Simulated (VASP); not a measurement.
# HW12C12 in VASP: a series of runs, part 2 of 2

VASP 6.6.1. Earlier steps stand in the parts before.

## Step 3: Single point, PBE

Contents of INCAR:

```
SYSTEM = HW12C12
PREC = Accurate
ENCUT = 520
EDIFF = 1E-6
ISMEAR = -1
SIGMA = 0.15
LREAL = Auto
LASPH = .TRUE.
NELM = 80
ALGO = Normal
ISIF = 2
LWAVE = .FALSE.
LCHARG = .FALSE.
GGA = PE
NBANDS = 126
```

Contents of KPOINTS:

```
Automatic mesh
0
G
  3 3 1
  0 0 0
```

Contents of POSCAR:

```
HW12C12
1.0
    5.7641400000      0.0000000000      0.0000000000
   -2.8820700000      4.9918920000      0.0000000000
    0.0000000000      0.0000000000     19.0596750000
W C H
12 12 1
Direct
    0.0000000000      0.0000000000      0.0524667918
   -0.0002026179     -0.0023604277      0.2017530204
    0.0022601200     -0.0093100973      0.3529244334
    0.0000000000      0.5000000000      0.0524667918
   -0.0002727124      0.4974789118      0.2020979896
   -0.0003638401      0.4906410235      0.3551252054
    0.5000000000      0.0000000000      0.0524667918
    0.4997604520     -0.0023898754      0.2019379134
    0.4987839754     -0.0083285055      0.3540443895
    0.5000000000      0.5000000000      0.0524667918
    0.4997843271      0.4979548836      0.2017826117
    0.5002517490      0.4938856850      0.3547119770
    0.3333333333      0.1666666667      0.1265464915
    0.3338018802      0.1637447285      0.2737824753
    0.3322235355      0.1546756220      0.4126650113
    0.3333333333      0.6666666667      0.1265464915
    0.3322760725      0.6625327631      0.2744905147
    0.3324578987      0.6594277280      0.4137519659
    0.8333333333      0.1666666667      0.1265464915
    0.8331359605      0.1621249017      0.2749252545
    0.8323252930      0.1490687299      0.4180375059
    0.8333333333      0.6666666667      0.1265464915
    0.8327602522      0.6618811064      0.2741152722
    0.8369577291      0.6589761958      0.4130928256
   -0.1587481662      0.0830622938      0.4709279670
```

Potentials or basis: VASP PAW PBE potentials, release 64 (W_sv, C, H).

Command:

```
$ cat potpaw_PBE.64/W_sv/POTCAR potpaw_PBE.64/C/POTCAR potpaw_PBE.64/H/POTCAR > POTCAR
$ mpirun -np 1 vasp_std > vasp.out
```

OUTCAR:

```text
SYSTEM = HW12C12
   PREC = Accurate
   ENCUT = 520
   EDIFF = 1E-6
   ISMEAR = -1
   LREAL = Auto
   LASPH = .TRUE.
   NELM = 80
   ISIF = 2
   GGA = PE

 ion  position               nearest neighbor table
   1  0.000  0.000  0.052-  13 2.18  19 2.18  22 2.18   2 2.85   7 2.88   7 2.88   4 2.88   4 2.88
                            10 2.88  10 2.88
   2  1.000  0.998  0.202-  14 2.16  20 2.16  23 2.17  22 2.19  13 2.20  19 2.20   1 2.85  11 2.88
                             5 2.88   3 2.88   8 2.88   8 2.88   5 2.88  11 2.88
   3  0.002  0.991  0.353-  15 2.00  24 2.01  21 2.06  23 2.23  14 2.24  20 2.26   9 2.86   6 2.88
                            12 2.88   2 2.88  12 2.89   6 2.89   9 2.91
[... 872 lines left out ...]
  in kB       62.7297634     56.3410409      0.4234583     -1.7117596      9.0437386     -5.4999607
  external PRESSURE =      39.8314209 kB  Pullay stress =       0.0000000 kB

 VOLUME and BASIS-vectors are now :
 -----------------------------------------------------------------------------
  energy-cutoff  :      520.00
  volume of cell :      548.42
      direct lattice vectors                 reciprocal lattice vectors
     5.764140000  0.000000000  0.000000000     0.173486418  0.100162423  0.000000000
    -2.882070000  4.991892000  0.000000000     0.000000000  0.200324847  0.000000000
     0.000000000  0.000000000 19.059675000     0.000000000  0.000000000  0.052466792

 POSITION                                       TOTAL-FORCE (eV/Angst)
 -----------------------------------------------------------------------------------
      0.00000      0.00000      1.00000        -0.001232     -0.013787      0.641605
      2.88770      4.98011      3.84535         0.010680     -0.007386     -0.008003
     -2.84221      4.94542      6.72663        -0.003503     -0.012534     -0.032531
     -1.44104      2.49595      1.00000         0.009663     -0.030640      0.683938
      4.32880      2.48336      3.85192         0.011413     -0.007731     -0.009778
      4.34798      2.44923      6.76857         0.014436     -0.016844     -0.051696
[... 17 lines left out ...]
      2.92513      3.28954      7.87342         0.024822      0.012114      0.081040
      4.60970      0.41464      8.97573        -0.386751      0.530759      0.437496
 -----------------------------------------------------------------------------------
    total drift:                               -0.014433      0.007303      0.069886

  FREE ENERGIE OF THE ION-ELECTRON SYSTEM (eV)
  ---------------------------------------------------
  free  energy   TOTEN  =      -256.6603535724 eV

  energy  without entropy=     -256.2795509751  energy(sigma->0) =     -256.46995227
```

OSZICAR:

```text
N       E                     dE             d eps       ncg     rms          rms(c)
DAV:   1     0.277622972674E+04    0.27762E+04   -0.12796E+05  1444   0.171E+03
DAV:   2    -0.930924837975E+02   -0.28693E+04   -0.28105E+04  1412   0.532E+02
DAV:   3    -0.287383158355E+03   -0.19429E+03   -0.18865E+03  1562   0.133E+02
DAV:   4    -0.296531325796E+03   -0.91482E+01   -0.90324E+01  1520   0.272E+01
[... 22 lines left out ...]
DAV:  27    -0.256660317135E+03   -0.77273E-04   -0.79970E-06  1144   0.784E-03    0.416E-03
DAV:  28    -0.256660337378E+03   -0.20244E-04   -0.87413E-07   888   0.309E-03    0.254E-03
DAV:  29    -0.256660347508E+03   -0.10130E-04   -0.78899E-07   832   0.282E-03    0.130E-03
DAV:  30    -0.256660352730E+03   -0.52217E-05   -0.35856E-07   840   0.151E-03    0.617E-04
DAV:  31    -0.256660353572E+03   -0.84254E-06   -0.68641E-08   768   0.682E-04
   1 F= -.25666035E+03 E0= -.25646995E+03  d E =-.380803E+00
```

Run time: 44 min. Hardware: 1 thread of Oxide Virtual Turin-like, shared host; peak memory 0.76 GiB.

What came out:

```
Free energy            : -256.6604 eV
Largest force          : 0.818 eV/Å
Band gap on the k mesh : zero (an odd number of electrons rules out a gap without spin polarisation)
```

Forces in eV/Å, atoms in the order of the input:
```
W   -0.001 -0.014  0.642
W    0.011 -0.007 -0.008
W   -0.004 -0.013 -0.033
W    0.010 -0.031  0.684
W    0.011 -0.008 -0.010
W    0.014 -0.017 -0.052
W    0.019 -0.014  0.663
W    0.012 -0.006 -0.007
W    0.032 -0.008 -0.032
W    0.009 -0.012  0.626
W    0.011 -0.008 -0.008
W    0.017 -0.023 -0.036
C    0.054 -0.051 -0.813
C    0.013 -0.001  0.002
C   -0.009 -0.040  0.099
C    0.030 -0.091 -0.793
C    0.017 -0.006 -0.006
C    0.003 -0.011  0.084
C    0.031 -0.067 -0.780
C    0.011 -0.009 -0.001
C    0.020  0.017  0.075
C    0.039 -0.112 -0.809
C    0.010 -0.013 -0.007
C    0.025  0.012  0.081
H   -0.387  0.531  0.437
```

Levels at points of the mesh, in eV from the Fermi level:
```csv
k point,band 105,band 106,band 107,band 108,band 109,band 110,band 111,band 112,band 113,band 114
"(0.00, 0.00, 0.00)",-0.15,-0.13,0.26,0.53,0.53,0.56,1.01,1.02,1.37,1.46
```

Caveat: the k points lie up to 0.42 Å⁻¹ apart, too coarse for converged energies and pressures of a metal; spin-orbit coupling is left out, which moves the levels of the heavy elements.
